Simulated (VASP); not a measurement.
# AlNi3 (Fm-3m) in VASP: a series of runs

Runs on AlNi3. Level: PBE. Tasks: single point.

Everything below comes from runs of VASP 6.6.1. Logs are shortened: lines on timing, memory, paths and dates and some standing lists are left out, and cuts for length are marked.

## Step 1: The cell of the first run

It takes space group Fm-3m (No. 225, cubic). The conventional cell has a = 5.556 Å, b = 5.556 Å, c = 5.556 Å, α = 90.00°, β = 90.00°, γ = 90.00°. Within 3.2 Å of Al (site symmetry m-3m) lie 14 Ni at 2.41 to 2.78 Å. Within 3.2 Å of Ni (site symmetry -43m) lie 4 Al at 2.41 Å and 10 Ni at 2.41 to 2.78 Å. Within 3.2 Å of Ni (site symmetry m-3m) lie 8 Ni at 2.41 Å and 6 Al at 2.78 Å.

## Step 2: Single point, PBE, collinear spin (10.72 Å³/atom)

Contents of INCAR:

```
SYSTEM = AlNi3
PREC     = Accurate       ! precision mode
ENCUT    = 520            ! plane-wave cutoff, eV
EDIFF    = 1E-6           ! SCF threshold, eV
ISMEAR   = 0              ! smearing method
SIGMA    = 0.15           ! smearing width, eV
LREAL    = .FALSE.        ! projectors in reciprocal space
LASPH    = .TRUE.         ! aspherical terms in the spheres
NELM     = 150            ! most SCF steps
ALGO     = Normal         ! electronic algorithm
ISIF     = 2              ! what is computed and relaxed
LWAVE    = .FALSE.        ! write WAVECAR
LCHARG   = .FALSE.        ! write CHGCAR
ISPIN    = 2              ! spin polarisation
MAGMOM   = 0 0.125 0.125 0.125 ! initial moments
LORBIT   = 11             ! projections on sites
NUPDOWN  = 0.375          ! fixed moment
LMAXMIX  = 4              ! l up to which the mixer works
GGA      = PE             ! functional
NBANDS   = 28             ! bands
```

Contents of KPOINTS:

```
regular mesh
0
G
  14 14 14
  0 0 0
```

Contents of POSCAR:

```
AlNi3
1.0
    0.0000000000      2.7779734381      2.7779734381
    2.7779734381      0.0000000000      2.7779734381
    2.7779734381      2.7779734381      0.0000000000
Al Ni
1 3
Direct
    0.5000000000      0.5000000000      0.5000000000
    0.2500000000      0.2500000000      0.2500000000
    0.0000000000      0.0000000000      0.0000000000
    0.7500000000      0.7500000000      0.7500000000
```

Potentials or basis: VASP PAW PBE potentials, release 64 (Al, Ni).

Launch:

```console
$ cat potpaw_PBE.64/Al/POTCAR potpaw_PBE.64/Ni/POTCAR > POTCAR
$ mpirun -np 1 vasp_std > vasp.out
```

OUTCAR:

```text
SYSTEM = AlNi3
   PREC = Accurate
   ENCUT = 520
   EDIFF = 1E-6
   ISMEAR = 0
   LREAL = .FALSE.
   LASPH = .TRUE.
   NELM = 150
   ISIF = 2
   ISPIN = 2
   LORBIT = 11
   NUPDOWN = 0.375
   GGA = PE

 ion  position               nearest neighbor table
   1  0.500  0.500  0.500-   2 2.41   2 2.41   2 2.41   2 2.41   4 2.41   4 2.41   4 2.41   4 2.41
                             3 2.78   3 2.78   3 2.78   3 2.78   3 2.78   3 2.78
   2  0.250  0.250  0.250-   3 2.41   3 2.41   3 2.41   1 2.41   3 2.41   1 2.41   1 2.41   1 2.41
                             4 2.78   4 2.78   4 2.78   4 2.78   4 2.78   4 2.78
   3  0.000  0.000  0.000-   4 2.41   4 2.41   4 2.41   2 2.41   4 2.41   2 2.41   2 2.41   2 2.41
                             1 2.78   1 2.78   1 2.78   1 2.78   1 2.78   1 2.78
   4  0.750  0.750  0.750-   1 2.41   1 2.41   1 2.41   1 2.41   3 2.41   3 2.41   3 2.41   3 2.41
                             2 2.78   2 2.78   2 2.78   2 2.78   2 2.78   2 2.78

  LATTYP: Found a face centered cubic cell.
 ALAT       =     5.5559468762

  Lattice vectors:

 A1 = (   0.0000000000,   2.7779734381,   2.7779734381)
 A2 = (   2.7779734381,   0.0000000000,   2.7779734381)
 A3 = (   2.7779734381,   2.7779734381,   0.0000000000)

Analysis of symmetry for initial positions (statically):
=====================================================================
 Subroutine PRICEL returns:
 Original cell was already a primitive cell.

 Routine SETGRP: Setting up the symmetry group for a
 face centered cubic supercell.

 Subroutine GETGRP returns: Found 48 space group operations
 (whereof 48 operations were pure point group operations)
 out of a pool of 48 trial point group operations.

The static configuration has the point symmetry O_h .

Analysis of symmetry for dynamics (positions and initial velocities):
=====================================================================
 Subroutine PRICEL returns:
 Original cell was already a primitive cell.

 Routine SETGRP: Setting up the symmetry group for a
 face centered cubic supercell.

 Subroutine GETGRP returns: Found 48 space group operations
 (whereof 48 operations were pure point group operations)
 out of a pool of 48 trial point group operations.

The dynamic configuration has the point symmetry O_h .

Analysis of structural, dynamic, and magnetic symmetry:
=====================================================================
 Subroutine PRICEL returns:
 Original cell was already a primitive cell.

 Routine SETGRP: Setting up the symmetry group for a
 face centered cubic supercell.

 Subroutine GETGRP returns: Found 48 space group operations
 (whereof 48 operations were pure point group operations)
 out of a pool of 48 trial point group operations.

The overall configuration has the point symmetry O_h .

 Subroutine INISYM returns: Found 48 space group operations
 (whereof 48 operations are pure point group operations),
 and found     1 'primitive' translations

----------------------------------------------------------------------------------------

                                     Primitive cell

  volume of cell :      42.8760

  direct lattice vectors                    reciprocal lattice vectors
     0.000000000  2.777973438  2.777973438    -0.179987322  0.179987322  0.179987322
     2.777973438  0.000000000  2.777973438     0.179987322 -0.179987322  0.179987322
     2.777973438  2.777973438  0.000000000     0.179987322  0.179987322 -0.179987322

  length of vectors
     3.928647712  3.928647712  3.928647712     0.311747187  0.311747187  0.311747187

  position of ions in fractional coordinates (direct lattice)
     0.500000000  0.500000000  0.500000000
     0.250000000  0.250000000  0.250000000
     0.000000000  0.000000000  0.000000000
     0.750000000  0.750000000  0.750000000

  ion indices of the primitive-cell ions
   primitive index   ion index
                 1           1
                 2           2
                 3           3
                 4           4

----------------------------------------------------------------------------------------

 KPOINTS: regular mesh

Automatic generation of k-mesh.
 Grid dimensions read from file:
 generate k-points for:   14   14   14

 Generating k-lattice:

  Cartesian coordinates                     Fractional coordinates (reciprocal lattice)
    -0.012856237  0.012856237  0.012856237     0.071428571  0.000000000  0.000000000
     0.012856237 -0.012856237  0.012856237     0.000000000  0.071428571  0.000000000
     0.012856237  0.012856237 -0.012856237     0.000000000  0.000000000  0.071428571

  Length of vectors
     0.022267656  0.022267656  0.022267656

  Shift w.r.t. Gamma in fractional coordinates (k-lattice)
     0.000000000  0.000000000  0.000000000

 Subroutine IBZKPT returns following result:
 ===========================================

 Found    104 irreducible k-points:

 Following reciprocal coordinates:
            Coordinates               Weight
  0.000000  0.000000  0.000000      1.000000
  0.071429  0.000000  0.000000      8.000000
  0.142857  0.000000  0.000000      8.000000
  0.214286  0.000000  0.000000      8.000000
  0.285714  0.000000  0.000000      8.000000
  0.357143  0.000000  0.000000      8.000000
[... 16 lines left out ...]
  0.214286  0.142857  0.000000     24.000000
  0.285714  0.142857  0.000000     24.000000
 [... further k-points ...]
   k-points           NKPTS =    104   k-points in BZ     NKDIM =    104   number of bands    NBANDS=     28
   number of dos      NEDOS =    301   number of ions     NIONS =      4
   total plane-waves  NPLWV =  27000
   dimension x,y,z NGX =    30 NGY =   30 NGZ =   30
   dimension x,y,z NGXF=    60 NGYF=   60 NGZF=   60
   ions per type =               1   3
   NGX,Y,Z   is equivalent  to a cutoff of  12.69, 12.69, 12.69 a.u.
   NGXF,Y,Z  is equivalent  to a cutoff of  25.39, 25.39, 25.39 a.u.
 SYSTEM =  AlNi3
   PREC   = accura    normal or accurate (medium, high low for compatibility)
   ISTART =      0    job   : 0-new  1-cont  2-samecut
   ICHARG =      2    charge: 1-file 2-atom 10-const
   ISPIN  =      2    spin polarized calculation?
   LNONCOLLINEAR =      F non collinear calculations
   LSORBIT =      F    spin-orbit coupling
   LASPH  =      T    aspherical Exc in radial PAW
   ENCUT  =  520.0 eV  38.22 Ry    6.18 a.u.   7.30  7.30  7.30*2*pi/ulx,y,z
   NELM   =    150;   NELMIN=  2; NELMDL= -5     # of ELM steps
   EDIFF  = 0.1E-05   stopping-criterion for ELM
   LREAL  =      F    real-space projection
   EDIFFG = 0.1E-04   stopping-criterion for IOM
   NSW    =      0    number of steps for IOM
   IBRION =     -1    ionic relax: 0-MD 1-quasi-New 2-CG
   NFREE  =      0    steps in history (QN), initial steepest desc. (CG)
   ISIF   =      2    stress and relaxation
   ISYM   =      2    0-nonsym 1-usesym 2-fastsym
   POTIM  = 0.5000    time-step for ionic-motion
   TEBEG  =    0.0;   TEEND  =   0.0 temperature during run
   PSTRESS=    0.0 pullay stress
   NELECT =      33.0000    total number of electrons
   NUPDOWN=       0.3750    fix difference up-down
   EMIN   =  10.00;   EMAX   =-10.00  energy-range for DOS
   EFERMI =   0.00;   METHOD = LEGACY
   ISMEAR =     0;   SIGMA  =   0.15  broadening in eV -4-tet -1-fermi 0-gaus
   EFERMI_NEDOS =   21; number of points for ismear=-14 and -15
   IALGO  =     38    algorithm
   IMIX   =      4    mixing-type and parameters
     AMIX     =   0.40;   BMIX     =  1.00
     AMIX_MAG =   1.60;   BMIX_MAG =  1.00
  volume/ion in A,a.u.               =      10.72        72.34
  Fermi-wavevector in a.u.,A,eV,Ry     =   1.500288  2.835134 30.624877  2.250865
  Thomas-Fermi vector in A             =   2.611808
   LORBIT       =     11    0 simple, 1 ext, 2 COOP (PROOUT), +10 PAW based schemes
   GGA     = PE    functional components
   LHFCALC =     F    Hartree Fock is set to
   AEXX    =    0.0000 exact exchange contribution
   IVDW    =     0    specifies the selected vdW correction
   LEPSILON=     F    determine dielectric tensor
   LRPA    =     F    only Hartree local field effects (RPA)
 spin polarized calculation
 Gauss-broadening in eV      SIGMA  =   0.15
  energy-cutoff  :      520.00
  volume of cell :       42.88
 maximum number of plane-waves:      1185
 NGX is ok and might be reduce to    30
   NGX = 15   NGY = 15   NGZ = 15

 number of electron      33.0000035 magnetization       0.3750001

 Free energy of the ion-electron system (eV)
  ---------------------------------------------------
  ext. energy  EPLUGINS =         0.00000000
  ---------------------------------------------------
  free energy    TOTEN  =       -21.58765019 eV

  energy without entropy =      -21.55569855  energy(sigma->0) =      -21.57167437

 E-fermi :  10.2639     XC(G=0): -12.9540

 val. band max:       10.4086121919   @ k =   0.4286   0.1429   0.0000
 cond. band min:      10.2639780517   @ k =  -0.3571   0.2143   0.0714
 fundamental gap:     -0.1446341402
 Fermi energy:        10.4110161474

 spin component 1

 k-point     1 :       0.0000    0.0000    0.0000
  band No.  band energies     occupation
      1      -0.0583      1.00000
      2       6.5392      1.00000
      3       6.5392      1.00000
      4       6.6916      1.00000
      5       6.6916      1.00000
      6       6.6916      1.00000
[... 20 lines left out ...]
     27      20.0107      0.00000
     28      22.4077      0.00000

 k-point     2 :       0.0714    0.0000    0.0000
  band No.  band energies     occupation
      1       0.0192      1.00000
      2       6.5061      1.00000
      3       6.5061      1.00000
      4       6.6509      1.00000
      5       6.7671      1.00000
      6       6.7671      1.00000
[... 674 lines left out ...]
 k-point    24 :       0.2857    0.1429    0.0000
  band No.  band energies     occupation
      1       1.0504      1.00000
      2       5.8601      1.00000
      3       6.6630      1.00000
      4       6.7632      1.00000
      5       7.1396      1.00000
      6       7.1403      1.00000
[... 20 lines left out ...]
     27      24.3828      0.00000
     28      24.7421      0.00000

 [... further k-points ...]

 spin component 2

 k-point     1 :       0.0000    0.0000    0.0000
  band No.  band energies     occupation
      1      -0.0456      1.00000
      2       6.6159      1.00000
      3       6.6159      1.00000
      4       6.7627      1.00000
      5       6.7627      1.00000
      6       6.7627      1.00000
[... 20 lines left out ...]
     27      20.0450      0.00000
     28      22.4428      0.00000

 k-point     2 :       0.0714    0.0000    0.0000
  band No.  band energies     occupation
      1       0.0319      1.00000
      2       6.5809      1.00000
      3       6.5809      1.00000
      4       6.7210      1.00000
      5       6.8402      1.00000
      6       6.8402      1.00000
[... 674 lines left out ...]
 k-point    24 :       0.2857    0.1429    0.0000
  band No.  band energies     occupation
      1       1.0634      1.00000
      2       5.9191      1.00000
      3       6.7288      1.00000
      4       6.8376      1.00000
      5       7.2257      1.00000
      6       7.2259      1.00000
[... 20 lines left out ...]
     27      24.4118      0.00000
     28      24.7721      0.00000

 [... further k-points ...]

------------------------ aborting loop because EDIFF is reached ----------------------------------------

  FORCE on cell =-STRESS in cart. coord.  units (eV):
  Direction    XX          YY          ZZ          XY          YZ          ZX
  --------------------------------------------------------------------------------------
  -------------------------------------------------------------------------------------
  Total        3.4564202      3.4564202      3.4564202     -0.0000000     -0.0000000     -0.0000000
  in kB      129.1584588    129.1584588    129.1584588     -0.0000000     -0.0000000     -0.0000000
  external PRESSURE =     129.1584588 kB  Pullay stress =       0.0000000 kB

 VOLUME and BASIS-vectors are now :
 -----------------------------------------------------------------------------
  energy-cutoff  :      520.00
  volume of cell :       42.88
      direct lattice vectors                 reciprocal lattice vectors
     0.000000000  2.777973438  2.777973438    -0.179987322  0.179987322  0.179987322
     2.777973438  0.000000000  2.777973438     0.179987322 -0.179987322  0.179987322
     2.777973438  2.777973438  0.000000000     0.179987322  0.179987322 -0.179987322

 POSITION                                       TOTAL-FORCE (eV/Angst)
 -----------------------------------------------------------------------------------
      2.77797      2.77797      2.77797         0.000000      0.000000     -0.000000
      1.38899      1.38899      1.38899         0.000000      0.000000      0.000000
      0.00000      0.00000      0.00000         0.000000      0.000000     -0.000000
      4.16696      4.16696      4.16696        -0.000000     -0.000000     -0.000000
 -----------------------------------------------------------------------------------
    total drift:                                0.000000     -0.000000      0.000000

  FREE ENERGIE OF THE ION-ELECTRON SYSTEM (eV)
  ---------------------------------------------------
  free  energy   TOTEN  =       -21.5876501866 eV

  energy  without entropy=      -21.5556985472  energy(sigma->0) =      -21.57167437

 total charge

# of ion       s       p       d       tot
------------------------------------------
    1        0.410   0.430   0.000   0.840
    2        0.496   0.553   8.457   9.506
    3        0.501   0.533   8.416   9.450
    4        0.496   0.553   8.457   9.506
--------------------------------------------------
tot          1.903   2.069  25.330  29.302

 magnetization (x)

# of ion       s       p       d       tot
------------------------------------------
    1       -0.000   0.002   0.000   0.002
    2        0.002   0.002   0.096   0.100
    3        0.002   0.002   0.163   0.166
    4        0.002   0.002   0.096   0.100
--------------------------------------------------
tot          0.005   0.008   0.356   0.369
```

Run time: 7.2 min. Hardware: 1 thread of Oxide Virtual Turin-like, shared host; peak memory 0.28 GiB.

Results:

| Quantity | Value |
| --- | --- |
| Free energy | -21.5877 eV |
| Pressure | 12.9 GPa |
| Net moment | 0.38 μB per cell |
| Site moments | Al +0.00; Ni +0.10, +0.17 (each value once) μB |
| Valence electrons inside the program's atomic spheres | Al 0.84; Ni 9.51, 9.45 (each value once) |

Caveat: the cell stands under pressure; the total moment is fixed, so each spin has its own Fermi level and the state may be an excited one.

## Step 3: Single point, PBE, collinear spin, ferromagnetic start (13.46 Å³/atom)

This run uses another cell than the first one, of 13.46 Å³/atom.

Contents of INCAR:

```
SYSTEM = AlNi3
  ALGO = Normal
  EDIFF = 1E-6
  ENCUT = 520
  GGA = PE
  ISIF = 2
  ISMEAR = 0
  ISPIN = 2
  LASPH = .TRUE.
  LCHARG = .TRUE.
  LELF = .TRUE.
  LMAXMIX = 4
  LORBIT = 11
  LREAL = .FALSE.
  LVHAR = .TRUE.
  LWAVE = .FALSE.
  MAGMOM = 0 0.875 0.875 0.875
  NBANDS = 28
  NELM = 150
  NUPDOWN = 2.625
  PREC = Accurate
  SIGMA = 0.15
```

Contents of KPOINTS:

```
k-points
0
G
  14 14 14
  0 0 0
```

Contents of POSCAR:

```
AlNi3
1.0
    0.0000000000      2.9967371934      2.9967371934
    2.9967371934      0.0000000000      2.9967371934
    2.9967371934      2.9967371934      0.0000000000
Al Ni
1 3
Direct
    0.5000000000      0.5000000000      0.5000000000
    0.2500000000      0.2500000000      0.2500000000
    0.0000000000      0.0000000000      0.0000000000
    0.7500000000      0.7500000000      0.7500000000
```

Potentials or basis: VASP PAW PBE potentials, release 64 (Al, Ni).

Launch:

```console
$ cat potpaw_PBE.64/Al/POTCAR potpaw_PBE.64/Ni/POTCAR > POTCAR
$ mpirun -np 1 vasp_std > vasp.out
```

Run time: 3.8 min. Hardware: 1 thread of Oxide Virtual Turin-like, shared host; peak memory 0.32 GiB.

It converged, with:

- Free energy: -20.6032 eV
- Pressure: -16.6 GPa
- Net moment: 2.63 μB per cell
- Site moments: Al +0.03; Ni +0.78, +0.92 (each value once) μB
- Valence electrons inside the program's atomic spheres: Al 0.74; Ni 9.12, 9.05 (each value once)

Caveat: the cell stands under tension; the total moment is fixed, so each spin has its own Fermi level and the state may be an excited one.

## Step 4: Single point, PBE, collinear spin, ferromagnetic start (13.46 Å³/atom)

This run uses another cell than the first one, of 13.46 Å³/atom.

Contents of INCAR:

```
SYSTEM = AlNi3
PREC = Accurate ; ENCUT = 520
EDIFF = 1E-6 ; ISMEAR = 0
SIGMA = 0.15 ; LREAL = .FALSE.
LASPH = .TRUE. ; NELM = 150
ALGO = Normal ; ISIF = 2
LWAVE = .FALSE. ; LCHARG = .FALSE.
ISPIN = 2 ; MAGMOM = 0 0.625 0.625 0.625
LORBIT = 11 ; NUPDOWN = 1.875
LMAXMIX = 4 ; GGA = PE
NBANDS = 28
```

Contents of KPOINTS:

```
Automatic mesh
0
G
  14 14 14
  0 0 0
```

POSCAR is that of step 3.

Launch:

```console
$ cat potpaw_PBE.64/Al/POTCAR potpaw_PBE.64/Ni/POTCAR > POTCAR
$ mpirun -np 1 vasp_std > vasp.out
```

Run time: 6.3 min. Hardware: 1 thread of Oxide Virtual Turin-like, shared host; peak memory 0.32 GiB.

Results (log left out):

- Free energy: -20.8920 eV
- Pressure: -18.0 GPa
- Net moment: 1.88 μB per cell
- Site moments: Al +0.01; Ni +0.56, +0.71 (each value once) μB
- Valence electrons inside the program's atomic spheres: Al 0.73; Ni 9.14, 9.07 (each value once)

Caveat: the cell stands under tension; the total moment is fixed, so each spin has its own Fermi level and the state may be an excited one.

## Step 5: Single point, PBE, collinear spin, ferromagnetic start (12.09 Å³/atom)

This run uses another cell than the first one, of 12.09 Å³/atom.

Contents of INCAR:

```
SYSTEM = AlNi3
ALGO = Fast
EDIFF = 1E-7
ENCUT = 520
GGA = PE
ISIF = 2
ISMEAR = 0
ISPIN = 2
LASPH = .TRUE.
LCHARG = .FALSE.
LMAXMIX = 4
LORBIT = 11
LREAL = .FALSE.
LWAVE = .FALSE.
MAGMOM = 0 1 1 1
NBANDS = 28
NELM = 150
NUPDOWN = 3.0
PREC = Accurate
SIGMA = 0.15
```

Contents of KPOINTS:

```
k-points
0
G
  14 14 14
  0 0 0
```

Contents of POSCAR:

```
AlNi3
1.0
    0.0000000000      2.8915329726      2.8915329726
    2.8915329726      0.0000000000      2.8915329726
    2.8915329726      2.8915329726      0.0000000000
Al Ni
1 3
Direct
    0.5000000000      0.5000000000      0.5000000000
    0.2500000000      0.2500000000      0.2500000000
    0.0000000000      0.0000000000      0.0000000000
    0.7500000000      0.7500000000      0.7500000000
```

Launch:

```console
$ cat potpaw_PBE.64/Al/POTCAR potpaw_PBE.64/Ni/POTCAR > POTCAR
$ mpirun -np 1 vasp_std > vasp.out
```

Run time: 10 min. Hardware: 1 thread of Oxide Virtual Turin-like, shared host; peak memory 0.3 GiB.

The run converged. Its results:

```yaml
Free_energy: -20.7388 eV
Pressure: -3.5 GPa
Net_moment: 3.00 μB per cell
Site_moments: Al +0.05; Ni +0.88, +1.01 (each value once) μB
Valence_electrons_inside_the_program's_atomic_spheres: Al 0.79; Ni 9.27, 9.19 (each value once)
```

Caveat: the cell stands under tension; the total moment is fixed, so each spin has its own Fermi level and the state may be an excited one.

(Continued in part 2 of 2.)
